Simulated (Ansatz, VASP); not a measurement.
**One calculation of TiC3, two programs**

```
Ti C
1.0
     3.20074    0.00000    0.00000
     0.00000    3.20074    0.00000
     0.00000    0.00000    3.20074
Ti C
1 3
Direct
  0.50000 0.50000 0.50000
  0.50000 0.00000 0.00000
  0.00000 0.50000 0.00000
  0.00000 0.00000 0.50000
```

Alike in both runs: functional PBE; k mesh 14 × 14 × 14; occupations gaussian, width 0.1 eV; no spin polarisation.

Ansatz relaxed the structure, and its values are those at the end. VASP's run is a single point on that final structure, the one shown.

```csv
,VASP,Ansatz
version,VASP 6.6.1,Ansatz 0.2.0
potentials or method,"VASP PAW PBE potentials, release 64 (Ti_sv, C), cutoff 520 eV","scalar-relativistic, plane waves, PAW"
valence electrons in the cell,24,24
```

```csv
,VASP,Ansatz,Ansatz less VASP
gap on the k mesh at the Fermi level (eV),none,none,-
pressure (GPa),0.3,0.0,-0.30
```

A gap of «none» marks a metal or a gap that the smearing closes.
